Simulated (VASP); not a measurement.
Write the native input for VASP 6.6.1 that does the following.

| Quantity | Value |
| --- | --- |
| Task | single point |
| Functional | PBE |
| Dispersion | D3(BJ) |
| Potentials or basis | VASP PAW PBE potentials, release 64 (Ba_sv, S) |
| Cutoff | 520 eV |
| k mesh | 6 × 6 × 6 |
| Occupations | gaussian, width 0.05 eV |
| Spin | no spin polarisation |
| Dipole correction | no |
| Further INCAR settings | ALGO = Normal; EDIFF = 1e-06; NBANDS = 15 |

The structure of BaS lies in POSCAR:

```
BaS
1.0
    0.0000000000      3.1937508250      3.1937508250
    3.1937508250      0.0000000000      3.1937508250
    3.1937508250      3.1937508250      0.0000000000
Ba S
1 1
Direct
    0.5000000000      0.5000000000      0.5000000000
    0.0000000000      0.0000000000      0.0000000000
```

The input as run:

INCAR

```
SYSTEM = BaS
PREC = Accurate
ENCUT = 520
EDIFF = 1E-6
ISMEAR = 0
SIGMA = 0.05
LREAL = .False.
LASPH = .True.
NELM = 100
ALGO = Normal
ISIF = 2
LWAVE = .False.
LCHARG = .False.
GGA = PE
IVDW = 12
NBANDS = 15
```

KPOINTS

```
Automatic mesh
0
Gamma
  6 6 6
  0 0 0
```

Potentials or basis: VASP PAW PBE potentials, release 64 (Ba_sv, S).

Command:

```sh
$ cat potpaw_PBE.64/Ba_sv/POTCAR potpaw_PBE.64/S/POTCAR > POTCAR
$ mpirun -np 1 vasp_std > vasp.out
```

It gave:

* Pressure: 0.0 GPa
* Band gap on the k mesh: 2.11 eV, indirect (least direct gap 2.24 eV)
* Dispersion energy per atom: -0.277 eV

Caveat: spin-orbit coupling is left out, which moves the levels of the heavy elements.

It took 9.4 s on 1 thread of Intel(R) Xeon(R) Platinum 8488C (Sapphire Rapids), on a shared host, peak memory 0.21 GiB.
